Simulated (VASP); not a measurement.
Input of a VASP 6.6.1 run:

The input INCAR:

```
PREC = Accurate
ENCUT = 600
EDIFF = 1E-7
ISMEAR = 0
SIGMA = 0.1
LREAL = False
LASPH = True
NELM = 200
ALGO = Normal
ISIF = 4
LWAVE = False
LCHARG = False
ISPIN = 2
MAGMOM = 0.92 0.92 0 0 0 0
LORBIT = 11
LMAXMIX = 4
GGA = PE
IBRION = 2
NSW = 50
EDIFFG = -0.01
GGA_COMPAT = False
NELMIN = 4
KPAR = 4
```

KPOINTS

```
Automatic mesh
0
Gamma
  8 8 12
```

POSCAR

```
VO2
1.0
    4.6289306027      0.0000000000      0.0000000000
    0.0000000000      4.6289306027      0.0000000000
    0.0000000000      0.0000000000      2.8664725341
V O
2 4
Direct
    0.0000000000      0.0000000000      0.0000000000
    0.5000000000      0.5000000000      0.5000000000
    0.2999928517      0.2999928517      0.0000000000
    0.2000071483      0.7999928517      0.5000000000
    0.7000071483      0.7000071483      0.0000000000
    0.7999928517      0.2000071483      0.5000000000
```

Potentials or basis: VASP PAW PBE potentials, release 64 (V_sv, O).

Run with:

```console
$ cat potpaw_PBE.64/V_sv/POTCAR potpaw_PBE.64/O/POTCAR > POTCAR
$ mpirun -np 4 vasp_std > vasp.out
```

**Question.** Estimate the site moments.

**Answer.** V +1.06; O -0.06 μB.

**Question.** Predict the band gap on the k mesh.

**Answer.** Zero (filled and empty bands overlap).

**Question.** What does it give for the net moment?

**Answer.** 2.00 μB per cell.

The path:
```csv
step,energy change (eV),largest force (eV/Å),pressure (GPa),volume (Å³)
1,0.0000,0.1169,-6.13,61.42
2,-0.0020,0.0347,-5.78,61.42
3,-0.0021,0.0052,-5.64,61.42
```

Caveat: semilocal functionals often make such compounds metallic where correlation or magnetic order opens a gap, which also shifts bond lengths. With open d or f shells a metallic result of PBE can be an artefact of self-interaction; +U or a hybrid may open a gap.
